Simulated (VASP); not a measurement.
# AlNi (Pm-3m) in VASP: single point with PBE

Aim: the single point of AlNi with PBE.

Program: VASP 6.6.1. These are calculated values, not measurements. Logs are shortened: lines on timing, memory, paths and dates and some standing lists are left out, and cuts for length are marked.

## (1) The cell of the first run

The structure is cubic, space group Pm-3m (No. 221). Conventional cell: a = 2.892 Å, b = 2.892 Å, c = 2.892 Å, α = 90.00°, β = 90.00°, γ = 90.00°. Within 3.3 Å of Al (site symmetry m-3m) lie 8 Ni at 2.50 Å and 6 Al at 2.89 Å. Within 3.3 Å of Ni (site symmetry m-3m) lie 8 Al at 2.50 Å and 6 Ni at 2.89 Å.

## (2) Single point, PBE

File INCAR:

```
PREC = Accurate
ENCUT = 520
EDIFF = 1E-7
ISMEAR = 1
SIGMA = 0.1
LREAL = Auto
LASPH = True
NELM = 60
ALGO = Normal
ISIF = 2
LWAVE = False
LCHARG = False
GGA = PE
NBANDS = 126
```

File KPOINTS:

```
regular mesh
0
Gamma
  2 2 2
```

File POSCAR:

```
AlNi
1.0
    0.0000000000      5.7836525256      5.7836525256
    5.7836525256      0.0000000000      5.7836525256
    5.7836525256      5.7836525256      0.0000000000
Al Ni
16 16
Direct
    0.1250000000      0.1250000000      0.1250000000
    0.3750000000      0.3750000000      0.3750000000
    0.1250000000      0.1250000000      0.6250000000
    0.3750000000      0.3750000000      0.8750000000
    0.1250000000      0.6250000000      0.1250000000
    0.3750000000      0.8750000000      0.3750000000
    0.1250000000      0.6250000000      0.6250000000
    0.3750000000      0.8750000000      0.8750000000
    0.6250000000      0.1250000000      0.1250000000
    0.8750000000      0.3750000000      0.3750000000
    0.6250000000      0.1250000000      0.6250000000
    0.8750000000      0.3750000000      0.8750000000
    0.6250000000      0.6250000000      0.1250000000
    0.8750000000      0.8750000000      0.3750000000
    0.6250000000      0.6250000000      0.6250000000
    0.8750000000      0.8750000000      0.8750000000
    0.0000000000      0.0000000000      0.0000000000
    0.2500000000      0.2500000000      0.2500000000
    0.0000000000      0.0000000000      0.5000000000
    0.2500000000      0.2500000000      0.7500000000
    0.0000000000      0.5000000000      0.0000000000
    0.2500000000      0.7500000000      0.2500000000
    0.0000000000      0.5000000000      0.5000000000
    0.2500000000      0.7500000000      0.7500000000
    0.5000000000      0.0000000000      0.0000000000
    0.7500000000      0.2500000000      0.2500000000
    0.5000000000      0.0000000000      0.5000000000
    0.7500000000      0.2500000000      0.7500000000
    0.5000000000      0.5000000000      0.0000000000
    0.7500000000      0.7500000000      0.2500000000
    0.5000000000      0.5000000000      0.5000000000
    0.7500000000      0.7500000000      0.7500000000
```

Potentials or basis: VASP PAW PBE potentials, release 64 (Al, Ni).

Started as:

```
$ cat potpaw_PBE.64/Al/POTCAR potpaw_PBE.64/Ni/POTCAR > POTCAR
$ mpirun -np 1 vasp_std > vasp.out
```

OUTCAR:

```text
PREC = Accurate
   ENCUT = 520
   EDIFF = 1E-7
   ISMEAR = 1
   LREAL = Auto
   LASPH = True
   NELM = 60
   ISIF = 2
   GGA = PE

 ion  position               nearest neighbor table
   1  0.125  0.125  0.125-  19 2.50  20 2.50  21 2.50  22 2.50  25 2.50  26 2.50  17 2.50  18 2.50
                             8 2.89  10 2.89  12 2.89  14 2.89   4 2.89   6 2.89
   2  0.375  0.375  0.375-  20 2.50  22 2.50  23 2.50  26 2.50  27 2.50  29 2.50  18 2.50  31 2.50
                             7 2.89   9 2.89  11 2.89  13 2.89   3 2.89   5 2.89
   3  0.125  0.125  0.625-  17 2.50  18 2.50  23 2.50  24 2.50  27 2.50  28 2.50  19 2.50  20 2.50
                             8 2.89  10 2.89  12 2.89  16 2.89   2 2.89   6 2.89
   4  0.375  0.375  0.875-  18 2.50  21 2.50  24 2.50  25 2.50  28 2.50  31 2.50  29 2.50  20 2.50
                             7 2.89   9 2.89  11 2.89  15 2.89   1 2.89   5 2.89
   5  0.125  0.625  0.125-  17 2.50  18 2.50  23 2.50  24 2.50  29 2.50  30 2.50  21 2.50  22 2.50
                             8 2.89  10 2.89  14 2.89  16 2.89   2 2.89   4 2.89
   6  0.375  0.875  0.375-  18 2.50  19 2.50  24 2.50  25 2.50  30 2.50  31 2.50  22 2.50  27 2.50
                             7 2.89   9 2.89  13 2.89  15 2.89   1 2.89   3 2.89
   7  0.125  0.625  0.625-  19 2.50  20 2.50  21 2.50  22 2.50  31 2.50  32 2.50  23 2.50  24 2.50
                             6 2.89  12 2.89  14 2.89  16 2.89   2 2.89   4 2.89
   8  0.375  0.875  0.875-  17 2.50  20 2.50  22 2.50  27 2.50  29 2.50  32 2.50  25 2.50  24 2.50
                             5 2.89  11 2.89  13 2.89  15 2.89   1 2.89   3 2.89
   9  0.625  0.125  0.125-  17 2.50  18 2.50  27 2.50  28 2.50  29 2.50  30 2.50  25 2.50  26 2.50
[... 33 lines left out ...]
  26  0.750  0.250  0.250-   1 2.50   2 2.50  11 2.50  12 2.50  13 2.50  14 2.50   9 2.50  10 2.50
                            17 2.89  19 2.89  21 2.89  27 2.89  29 2.89  31 2.89
  27  0.500  0.000  0.500-   2 2.50   3 2.50   8 2.50   9 2.50  14 2.50  15 2.50   6 2.50  11 2.50
                            18 2.89  20 2.89  24 2.89  26 2.89  30 2.89  32 2.89
  28  0.750  0.250  0.750-   3 2.50   4 2.50   9 2.50  10 2.50  15 2.50  16 2.50  11 2.50  12 2.50
                            17 2.89  19 2.89  23 2.89  25 2.89  29 2.89  31 2.89
  29  0.500  0.500  0.000-   2 2.50   5 2.50   8 2.50   9 2.50  12 2.50  15 2.50  13 2.50   4 2.50
                            18 2.89  22 2.89  24 2.89  26 2.89  28 2.89  32 2.89
  30  0.750  0.750  0.250-   5 2.50   6 2.50   9 2.50  10 2.50  15 2.50  16 2.50  13 2.50  14 2.50
                            17 2.89  21 2.89  23 2.89  25 2.89  27 2.89  31 2.89
  31  0.500  0.500  0.500-   4 2.50   6 2.50   7 2.50  10 2.50  11 2.50  13 2.50   2 2.50  15 2.50
                            20 2.89  22 2.89  24 2.89  26 2.89  28 2.89  30 2.89
  32  0.750  0.750  0.750-   7 2.50   8 2.50  11 2.50  12 2.50  13 2.50  14 2.50  15 2.50  16 2.50
                            19 2.89  21 2.89  23 2.89  25 2.89  27 2.89  29 2.89

  LATTYP: Found a face centered cubic cell.
 ALAT       =    11.5673050512

  Lattice vectors:

 A1 = (   0.0000000000,   5.7836525256,   5.7836525256)
 A2 = (   5.7836525256,   0.0000000000,   5.7836525256)
 A3 = (   5.7836525256,   5.7836525256,   0.0000000000)

Analysis of symmetry for initial positions (statically):
=====================================================================
 Subroutine PRICEL returns following result:

  LATTYP: Found a simple cubic cell.
 ALAT       =     2.8918262628

  Lattice vectors:

 A1 = (  -2.8918262628,   0.0000000000,   0.0000000000)
 A2 = (   0.0000000000,   0.0000000000,   2.8918262628)
 A3 = (   0.0000000000,   2.8918262628,   0.0000000000)

  16 primitive cells build up your supercell.

 Routine SETGRP: Setting up the symmetry group for a
 face centered cubic supercell.

 Subroutine GETGRP returns: Found 48 space group operations
 (whereof 48 operations were pure point group operations)
 out of a pool of 48 trial point group operations.

The static configuration has the point symmetry O_h .

Analysis of symmetry for dynamics (positions and initial velocities):
=====================================================================
 Subroutine PRICEL returns following result:

  LATTYP: Found a simple cubic cell.
 ALAT       =     2.8918262628

  Lattice vectors:

 A1 = (  -2.8918262628,   0.0000000000,   0.0000000000)
 A2 = (   0.0000000000,   0.0000000000,   2.8918262628)
 A3 = (   0.0000000000,   2.8918262628,   0.0000000000)

  16 primitive cells build up your supercell.

 Routine SETGRP: Setting up the symmetry group for a
 face centered cubic supercell.

 Subroutine GETGRP returns: Found 48 space group operations
 (whereof 48 operations were pure point group operations)
 out of a pool of 48 trial point group operations.

The dynamic configuration has the point symmetry O_h .

[... 31 lines left out ...]
Automatic generation of k-mesh.
 Grid dimensions read from file:
 generate k-points for:    2    2    2

 Generating k-lattice:

  Cartesian coordinates                     Fractional coordinates (reciprocal lattice)
    -0.043225280  0.043225280  0.043225280     0.500000000  0.000000000  0.000000000
     0.043225280 -0.043225280  0.043225280     0.000000000  0.500000000  0.000000000
     0.043225280  0.043225280 -0.043225280     0.000000000  0.000000000  0.500000000

  Length of vectors
     0.074868381  0.074868381  0.074868381

  Shift w.r.t. Gamma in fractional coordinates (k-lattice)
     0.000000000  0.000000000  0.000000000

 Subroutine IBZKPT returns following result:
 ===========================================

 Found      3 irreducible k-points:

 Following reciprocal coordinates:
            Coordinates               Weight
  0.000000  0.000000  0.000000      1.000000
  0.500000  0.000000  0.000000      4.000000
  0.500000  0.500000  0.000000      3.000000
   k-points           NKPTS =      3   k-points in BZ     NKDIM =      3   number of bands    NBANDS=    126
   number of dos      NEDOS =    301   number of ions     NIONS =     32
   total plane-waves  NPLWV = 262144
   dimension x,y,z NGX =    64 NGY =   64 NGZ =   64
   dimension x,y,z NGXF=   128 NGYF=  128 NGZF=  128
   ions per type =              16  16
   NGX,Y,Z   is equivalent  to a cutoff of  13.01, 13.01, 13.01 a.u.
   NGXF,Y,Z  is equivalent  to a cutoff of  26.02, 26.02, 26.02 a.u.
 SYSTEM =  unknown system
   PREC   = accura    normal or accurate (medium, high low for compatibility)
   ISTART =      0    job   : 0-new  1-cont  2-samecut
   ICHARG =      2    charge: 1-file 2-atom 10-const
   ISPIN  =      1    spin polarized calculation?
   LNONCOLLINEAR =      F non collinear calculations
   LSORBIT =      F    spin-orbit coupling
   LASPH  =      T    aspherical Exc in radial PAW
   ENCUT  =  520.0 eV  38.22 Ry    6.18 a.u.  15.21 15.21 15.21*2*pi/ulx,y,z
   NELM   =     60;   NELMIN=  2; NELMDL= -5     # of ELM steps
   EDIFF  = 0.1E-06   stopping-criterion for ELM
   LREAL  =      T    real-space projection
   EDIFFG = 0.1E-05   stopping-criterion for IOM
   NSW    =      0    number of steps for IOM
   IBRION =     -1    ionic relax: 0-MD 1-quasi-New 2-CG
   NFREE  =      0    steps in history (QN), initial steepest desc. (CG)
   ISIF   =      2    stress and relaxation
   ISYM   =      2    0-nonsym 1-usesym 2-fastsym
   POTIM  = 0.5000    time-step for ionic-motion
   TEBEG  =    0.0;   TEEND  =   0.0 temperature during run
   PSTRESS=    0.0 pullay stress
   NELECT =     208.0000    total number of electrons
   NUPDOWN=      -1.0000    fix difference up-down
   EMIN   =  10.00;   EMAX   =-10.00  energy-range for DOS
   EFERMI =   0.00;   METHOD = LEGACY
   ISMEAR =     1;   SIGMA  =   0.10  broadening in eV -4-tet -1-fermi 0-gaus
   EFERMI_NEDOS =   21; number of points for ismear=-14 and -15
   IALGO  =     38    algorithm
   IMIX   =      4    mixing-type and parameters
     AMIX     =   0.40;   BMIX     =  1.00
     AMIX_MAG =   1.60;   BMIX_MAG =  1.00
  volume/ion in A,a.u.               =      12.09        81.60
  Fermi-wavevector in a.u.,A,eV,Ry     =   1.331120  2.515451 24.107883  1.771879
  Thomas-Fermi vector in A             =   2.460155
   LORBIT       =      0    0 simple, 1 ext, 2 COOP (PROOUT), +10 PAW based schemes
   GGA     = PE    functional components
   LHFCALC =     F    Hartree Fock is set to
   AEXX    =    0.0000 exact exchange contribution
   IVDW    =     0    specifies the selected vdW correction
   LEPSILON=     F    determine dielectric tensor
   LRPA    =     F    only Hartree local field effects (RPA)
 non-spin polarized calculation
 Methfessel and Paxton  Order N= 1 SIGMA  =   0.10
  energy-cutoff  :      520.00
  volume of cell :      386.93
 maximum number of plane-waves:     10478
 NGX is ok and might be reduce to    64
   NGX = 31   NGY = 31   NGZ = 31

 number of electron     207.9999816 magnetization

 Free energy of the ion-electron system (eV)
  ---------------------------------------------------
  ext. energy  EPLUGINS =         0.00000000
  ---------------------------------------------------
  free energy    TOTEN  =      -167.91141254 eV

  energy without entropy =     -167.82820815  energy(sigma->0) =     -167.88367774

 E-fermi :   9.6415     XC(G=0): -11.9969

 val. band max:        9.5897516735   @ k =   0.5000   0.0000   0.0000
 cond. band min:       9.6644917362   @ k =   0.5000   0.0000   0.0000
 fundamental gap:      0.0747400627
 Fermi energy:         9.6415304533

 k-point     1 :       0.0000    0.0000    0.0000
  band No.  band energies     occupation
      1      -1.1776      2.00000
      2       2.0478      2.00000
      3       2.0478      2.00000
      4       2.0478      2.00000
      5       2.0478      2.00000
      6       2.0478      2.00000
[... 346 lines left out ...]
    115      12.4353      0.00000
    116      12.4353      0.00000
 [bands above 116 left out]

------------------------ aborting loop because EDIFF is reached ----------------------------------------

  FORCE on cell =-STRESS in cart. coord.  units (eV):
  Direction    XX          YY          ZZ          XY          YZ          ZX
  --------------------------------------------------------------------------------------
  -------------------------------------------------------------------------------------
  Total        0.5855929      0.5855929      0.5855929      0.0000000     -0.0000000      0.0000000
  in kB        2.4247660      2.4247660      2.4247660      0.0000000     -0.0000000      0.0000000
  external PRESSURE =       2.4247660 kB  Pullay stress =       0.0000000 kB

 VOLUME and BASIS-vectors are now :
 -----------------------------------------------------------------------------
  energy-cutoff  :      520.00
  volume of cell :      386.93
      direct lattice vectors                 reciprocal lattice vectors
     0.000000000  5.783652526  5.783652526    -0.086450560  0.086450560  0.086450560
     5.783652526  0.000000000  5.783652526     0.086450560 -0.086450560  0.086450560
     5.783652526  5.783652526  0.000000000     0.086450560  0.086450560 -0.086450560

 POSITION                                       TOTAL-FORCE (eV/Angst)
 -----------------------------------------------------------------------------------
      1.44591      1.44591      1.44591        -0.000000      0.000000      0.000000
      4.33774      4.33774      4.33774        -0.000000     -0.000000      0.000000
      4.33774      4.33774      1.44591        -0.000000     -0.000000     -0.000000
      7.22957      7.22957      4.33774         0.000000     -0.000000     -0.000000
      4.33774      1.44591      4.33774        -0.000000      0.000000     -0.000000
      7.22957      4.33774      7.22957         0.000000     -0.000000      0.000000
[... 24 lines left out ...]
      5.78365      5.78365      5.78365        -0.000000     -0.000000      0.000000
      8.67548      8.67548      8.67548         0.000000      0.000000      0.000000
 -----------------------------------------------------------------------------------
    total drift:                                0.000000      0.000000      0.000000

  FREE ENERGIE OF THE ION-ELECTRON SYSTEM (eV)
  ---------------------------------------------------
  free  energy   TOTEN  =      -167.9114125395 eV

  energy  without entropy=     -167.8282081544  energy(sigma->0) =     -167.88367774
```

Run time: 9.8 min. Hardware: 1 thread of Intel Xeon Platinum 8259CL at 2.50GHz (Skylake/Cascade Lake), shared host; peak memory 0.59 GiB.

Results:

```
Free energy            : -167.9114 eV
Pressure               : 0.2 GPa
Band gap on the k mesh : zero (bands 104 and 105 overlap by 1.79 eV)
```

Levels at points of the mesh, in eV from the Fermi level:
| k point | band 99 | band 100 | band 101 | band 102 | band 103 | band 104 | band 105 | band 106 |
| --- | --- | --- | --- | --- | --- | --- | --- | --- |
| (0.00, 0.00, 0.00) | -0.45 | -0.45 | -0.45 | 1.67 | 1.67 | 1.67 | 2.25 | 2.25 |
| (0.50, 0.00, 0.00) | -0.05 | -0.05 | -0.05 | -0.05 | 0.02 | 0.02 | 0.02 | 0.02 |
| (0.50, 0.50, 0.00) | -0.37 | -0.37 | -0.37 | -0.37 | -0.12 | -0.12 | -0.12 | -0.12 |

Caveat: the k points lie up to 0.47 Å⁻¹ apart, too coarse for converged energies and pressures of a metal. Spin polarisation is off, so any magnetic state and its effect on volume and gap are missing.

The gap in the log of VASP goes by the Fermi energy; the results here count the filled bands.